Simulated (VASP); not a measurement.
# Ni in VASP: a series of runs, part 2 of 2

VASP 6.6.1. Earlier steps stand in the parts before.

### Step 4. Single point, r2SCAN, collinear spin, ferromagnetic start

This run uses another cell than the first one: it holds 1 atom, not 2.

POSCAR reads:

```
Ni
1.0
    0.0000000000      1.7592606522      1.7592606522
    1.7592606522      0.0000000000      1.7592606522
    1.7592606522      1.7592606522      0.0000000000
Ni
1
Direct
    0.0000000000      0.0000000000      0.0000000000
```

INCAR.step1 reads:

```
SYSTEM = Ni
ALGO = Normal
EDIFF = 1E-5
ENCUT = 660
GGA = PE
GGA_COMPAT = .False.
ISMEAR = 0
ISPIN = 2
LASPH = .True.
LCHARG = .False.
LMAXMIX = 4
LREAL = .False.
LWAVE = .True.
MAGMOM = 0.81
NBANDS = 15
NELM = 200
PREC = Accurate
SIGMA = 0.1
```

INCAR.step2 reads:

```
SYSTEM = Ni
ALGO = Normal
EDIFF = 1E-6
ENCUT = 660
GGA_COMPAT = .False.
ISIF = 2
ISMEAR = 0
ISPIN = 2
ISTART = 1
LASPH = .True.
LCHARG = .False.
LMAXMIX = 4
LMIXTAU = .True.
LORBIT = 11
LREAL = .False.
LWAVE = .False.
MAGMOM = 0.81
METAGGA = R2SCAN
NBANDS = 15
NELM = 200
PREC = Accurate
SIGMA = 0.1
```

KPOINTS reads:

```
k-points
0
Gamma
  25 25 25
  0 0 0
```

Potentials or basis: VASP PAW PBE potentials, release 64 (Ni).

Run with:

```bash
> cat potpaw_PBE.64/Ni/POTCAR > POTCAR
> cp INCAR.step1 INCAR
> mpirun -np 1 vasp_std > vasp.out
> cp INCAR.step2 INCAR
> mpirun -np 1 vasp_std > vasp.out
```

OUTCAR:

```text
SYSTEM = Ni
   EDIFF = 1E-6
   ENCUT = 660
   ISIF = 2
   ISMEAR = 0
   ISPIN = 2
   ISTART = 1
   LASPH = .True.
   LORBIT = 11
   LREAL = .False.
   METAGGA = R2SCAN
   NELM = 200
   PREC = Accurate

 ion  position               nearest neighbor table
   1  0.000  0.000  0.000-

  LATTYP: Found a face centered cubic cell.
 ALAT       =     3.5185213044

  Lattice vectors:

 A1 = (   0.0000000000,   1.7592606522,   1.7592606522)
 A2 = (   1.7592606522,   0.0000000000,   1.7592606522)
 A3 = (   1.7592606522,   1.7592606522,   0.0000000000)

Analysis of symmetry for initial positions (statically):
=====================================================================
 Subroutine PRICEL returns:
 Original cell was already a primitive cell.

 Routine SETGRP: Setting up the symmetry group for a
 face centered cubic supercell.

 Subroutine GETGRP returns: Found 48 space group operations
 (whereof 48 operations were pure point group operations)
 out of a pool of 48 trial point group operations.

The static configuration has the point symmetry O_h .

Analysis of symmetry for dynamics (positions and initial velocities):
=====================================================================
 Subroutine PRICEL returns:
 Original cell was already a primitive cell.

 Routine SETGRP: Setting up the symmetry group for a
 face centered cubic supercell.

 Subroutine GETGRP returns: Found 48 space group operations
 (whereof 48 operations were pure point group operations)
 out of a pool of 48 trial point group operations.

The dynamic configuration has the point symmetry O_h .

Analysis of structural, dynamic, and magnetic symmetry:
=====================================================================
 Subroutine PRICEL returns:
 Original cell was already a primitive cell.

 Routine SETGRP: Setting up the symmetry group for a
 face centered cubic supercell.

 Subroutine GETGRP returns: Found 48 space group operations
 (whereof 48 operations were pure point group operations)
 out of a pool of 48 trial point group operations.

The overall configuration has the point symmetry O_h .

 Subroutine INISYM returns: Found 48 space group operations
 (whereof 48 operations are pure point group operations),
 and found     1 'primitive' translations

----------------------------------------------------------------------------------------

                                     Primitive cell

  volume of cell :      10.8898

  direct lattice vectors                    reciprocal lattice vectors
     0.000000000  1.759260652  1.759260652    -0.284210301  0.284210301  0.284210301
     1.759260652  0.000000000  1.759260652     0.284210301 -0.284210301  0.284210301
     1.759260652  1.759260652  0.000000000     0.284210301  0.284210301 -0.284210301

  length of vectors
     2.487970274  2.487970274  2.487970274     0.492266682  0.492266682  0.492266682

  position of ions in fractional coordinates (direct lattice)
     0.000000000  0.000000000  0.000000000

  ion indices of the primitive-cell ions
   primitive index   ion index
                 1           1

----------------------------------------------------------------------------------------

 KPOINTS: k-points
[... 75 lines left out ...]
   ISYM   =      2    0-nonsym 1-usesym 2-fastsym
   POTIM  = 0.5000    time-step for ionic-motion
   TEBEG  =    0.0;   TEEND  =   0.0 temperature during run
   PSTRESS=    0.0 pullay stress
   NELECT =      10.0000    total number of electrons
   NUPDOWN=      -1.0000    fix difference up-down
   EMIN   =  10.00;   EMAX   =-10.00  energy-range for DOS
   EFERMI =   0.00;   METHOD = LEGACY
   ISMEAR =     0;   SIGMA  =   0.10  broadening in eV -4-tet -1-fermi 0-gaus
   EFERMI_NEDOS =   21; number of points for ismear=-14 and -15
   IALGO  =     38    algorithm
   IMIX   =      4    mixing-type and parameters
     AMIX     =   0.40;   BMIX     =  1.00
     AMIX_MAG =   1.60;   BMIX_MAG =  1.00
  volume/ion in A,a.u.               =      10.89        73.49
  Fermi-wavevector in a.u.,A,eV,Ry     =   1.591236  3.007000 34.450394  2.532033
  Thomas-Fermi vector in A             =   2.689808
   LORBIT       =     11    0 simple, 1 ext, 2 COOP (PROOUT), +10 PAW based schemes
   METAGGA = R2SCAN    functional components
   LHFCALC =     F    Hartree Fock is set to
   AEXX    =    0.0000 exact exchange contribution
   IVDW    =     0    specifies the selected vdW correction
   LEPSILON=     F    determine dielectric tensor
   LRPA    =     F    only Hartree local field effects (RPA)
 spin polarized calculation
 Gauss-broadening in eV      SIGMA  =   0.10
  energy-cutoff  :      660.00
  volume of cell :       10.89
 maximum number of plane-waves:       440
 NGX is ok and might be reduce to    24

 number of electron      10.0000001 magnetization       0.7393338

 Free energy of the ion-electron system (eV)
  ---------------------------------------------------
  ext. energy  EPLUGINS =         0.00000000
  ---------------------------------------------------
  free energy    TOTEN  =       -11.94031928 eV

  energy without entropy =      -11.93394222  energy(sigma->0) =      -11.93713075

 E-fermi :   9.3196     XC(G=0): -14.3808

 val. band max:        9.3191764675   @ k =  -0.4000   0.0400   0.0000
 cond. band min:       9.3200961408   @ k =   0.3600   0.1600   0.0000
 fundamental gap:      0.0009196732
 Fermi energy:         9.3196139311

 spin component 1

 k-point     1 :       0.0000    0.0000    0.0000
  band No.  band energies     occupation
      1      -0.0922      1.00000
      2       6.3499      1.00000
      3       6.3499      1.00000
      4       6.3499      1.00000
      5       7.6439      1.00000
      6       7.6439      1.00000
      7      33.8374      0.00000
      8      37.9794      0.00000
      9      37.9794      0.00000
     10      37.9794      0.00000
     11      40.5911      0.00000
     12      40.5911      0.00000
     13      40.5911      0.00000
     14      44.0522      0.00000
[... 403 lines left out ...]
      4       7.5948      1.00000
      5       8.1963      1.00000
      6       8.6030      1.00000
      7      16.2899      0.00000
      8      32.1465      0.00000
      9      33.8836      0.00000
     10      34.9375      0.00000
     11      38.2123      0.00000
     12      39.0209      0.00000
     13      44.2088      0.00000
     14      51.6617      0.00000
     15      54.0831      0.00000

 [... further k-points ...]

 spin component 2

 k-point     1 :       0.0000    0.0000    0.0000
  band No.  band energies     occupation
      1      -0.3495      1.00000
      2       7.7098      1.00000
      3       7.7098      1.00000
      4       7.7098      1.00000
      5       8.4043      1.00000
      6       8.4044      1.00000
      7      33.5708      0.00000
      8      38.0907      0.00000
      9      38.0907      0.00000
     10      38.0907      0.00000
     11      40.8965      0.00000
     12      40.8965      0.00000
     13      40.8965      0.00000
     14      44.1355      0.00000
[... 403 lines left out ...]
      4       8.0076      1.00000
      5       9.4393      0.04522
      6       9.5363      0.00109
      7      16.8314      0.00000
      8      32.0564      0.00000
      9      34.1274      0.00000
     10      35.2158      0.00000
     11      38.3576      0.00000
     12      39.2164      0.00000
     13      44.5364      0.00000
     14      53.7474      0.00000
     15      55.1437      0.00000

 [... further k-points ...]

------------------------ aborting loop because EDIFF is reached ----------------------------------------

  FORCE on cell =-STRESS in cart. coord.  units (eV):
  Direction    XX          YY          ZZ          XY          YZ          ZX
  --------------------------------------------------------------------------------------
  -------------------------------------------------------------------------------------
  Total       -0.4479625     -0.4479625     -0.4479625      0.0000000      0.0000000      0.0000000
  in kB      -65.9070165    -65.9070165    -65.9070165      0.0000000      0.0000000      0.0000000
  external PRESSURE =     -65.9070165 kB  Pullay stress =       0.0000000 kB

 VOLUME and BASIS-vectors are now :
 -----------------------------------------------------------------------------
  energy-cutoff  :      660.00
  volume of cell :       10.89
      direct lattice vectors                 reciprocal lattice vectors
     0.000000000  1.759260652  1.759260652    -0.284210301  0.284210301  0.284210301
     1.759260652  0.000000000  1.759260652     0.284210301 -0.284210301  0.284210301
     1.759260652  1.759260652  0.000000000     0.284210301  0.284210301 -0.284210301

 POSITION                                       TOTAL-FORCE (eV/Angst)
 -----------------------------------------------------------------------------------
      0.00000      0.00000      0.00000         0.000000      0.000000      0.000000
 -----------------------------------------------------------------------------------
    total drift:                                0.000000      0.000000     -0.000000

  FREE ENERGIE OF THE ION-ELECTRON SYSTEM (eV)
  ---------------------------------------------------
  free  energy   TOTEN  =       -11.9403192825 eV

  energy  without entropy=      -11.9339422180  energy(sigma->0) =      -11.93713075

 total charge

# of ion       s       p       d       tot
------------------------------------------
    1        0.514   0.518   8.311   9.342

 magnetization (x)

# of ion       s       p       d       tot
------------------------------------------
    1       -0.010  -0.042   0.815   0.763
```

It took 9.8 min on 1 thread of Intel Xeon 8259CL, shared host; peak memory 0.29 GiB.

What came out:

* Free energy: -11.9403 eV
* Pressure: -6.6 GPa
* Net moment: 0.74 μB per cell
* Site moments: Ni +0.76 μB
* Valence electrons inside the program's atomic spheres: Ni 9.34

Levels at points of the mesh, in eV from the Fermi level:
Spin up:
```tsv
k point	band 2	band 3	band 4	band 5	band 6	band 7	band 8	band 9
(0.00, 0.00, 0.00)	-2.97	-2.97	-2.97	-1.68	-1.68	24.52	28.66	28.66
```
Spin down:
```tsv
k point	band 1	band 2	band 3	band 4	band 5	band 6	band 7	band 8	band 9
(0.00, 0.00, 0.00)	-9.67	-1.61	-1.61	-1.61	-0.92	-0.92	24.25	28.77	28.77
```

Caveat: the cell stands under tension; the PAW data sets were made with another functional, which shifts forces and pressure a little.

### Step 5. The runs side by side

| level | cell | k mesh | cutoff (eV) | gap on the mesh (eV) | pressure (GPa) | moment (μB) |
| --- | --- | --- | --- | --- | --- | --- |
| PBE | a = 2.463, b = 2.463, c = 3.540 Å, 2 atoms, atomic positions A | 20 × 20 × 14 | 520 | none | 2.9 | 1.26 |
| PBE | a = 2.471, b = 2.471, c = 3.589 Å, 2 atoms, atomic positions A | 20 × 20 × 14 | 520 | none | -1.2 | 1.27 |
| r2SCAN | a = 2.488 Å, angles 60.0°, 1 atom, atomic positions B | 25 × 25 × 25 | 660 | none | -6.6 | 0.74 |

Alike in all rows: task single point; potentials or basis VASP PAW PBE potentials, release 64 (Ni); spin collinear, ferromagnetic start; smearing gaussian 0.1 eV.

Caveats: the cell stands under tension (at least some runs); the PAW data sets were made with another functional, which shifts forces and pressure a little (at least some runs).

Absolute energies hang on the potentials; compare differences alone.
